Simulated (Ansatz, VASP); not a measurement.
This is a calculation of Ta for VASP 6.6.1.

File INCAR:

```
SYSTEM = Ta
  PREC = Accurate
  ENCUT = 520
  EDIFF = 1E-6
  ISMEAR = 0
  SIGMA = 0.026000000000000002
  LREAL = .FALSE.
  LASPH = .TRUE.
  NELM = 80
  ALGO = Normal
  ISIF = 2
  LWAVE = .FALSE.
  LCHARG = .FALSE.
  GGA = PE
  NBANDS = 12
```

The input KPOINTS:

```
regular mesh
0
G
  11 11 11
  0 0 0
```

File POSCAR:

```
Ta
1.0
   -1.6512800000      1.6512800000      1.6512800000
    1.6512800000     -1.6512800000      1.6512800000
    1.6512800000      1.6512800000     -1.6512800000
Ta
1
Direct
    0.0000000000      0.0000000000      0.0000000000
```

Potentials or basis: VASP PAW PBE potentials, release 64 (Ta_pv).

Command:

```bash
$ cat potpaw_PBE.64/Ta_pv/POTCAR > POTCAR
$ mpirun -np 1 vasp_std > vasp.out
```

Q: Translate it to Ansatz 0.2.0. Potentials there: all-electron LAPW, scalar-relativistic.

A: As run (the cutoff follows the program's own potentials):

The input input.yaml:

```yaml
crystal:
  lattice:
    - [-1.65128, 1.65128, 1.65128]
    - [1.65128, -1.65128, 1.65128]
    - [1.65128, 1.65128, -1.65128]
  atoms:
    - { symbol: Ta, position: [0.0, 0.0, 0.0] }
kpoints:
  mp_grid: { grid: [11, 11, 11] }
scf:
  occupations: { method: gaussian, width: 0.026 }
hamiltonian:
  xc: pbe
  pseudopotentials: { kind: all_electron, lapw: { basis_error: 0.001 } }
output:
  forces: true
  stress: true
  eigenvalues: true
```

Potentials or basis: all-electron LAPW, scalar-relativistic.

The run is started by

```console
$ ansatz run input.yaml --threads 1 --pin off --max-ram 3072MiB --backend cpu --events-out ev --progress --plain --runs-dir out
```

Both were run:

|  | VASP | Ansatz | Ansatz less VASP |
| --- | --- | --- | --- |
| gap on the k mesh at the Fermi level (eV) | none | none | - |
| pressure (GPa) | 2.2 | 2.1 | -0.16 |

A gap of «none» marks a metal or a gap that the smearing closes. Ansatz ran all-electron here, and VASP with PAW potentials.

Spin-orbit coupling is off throughout.
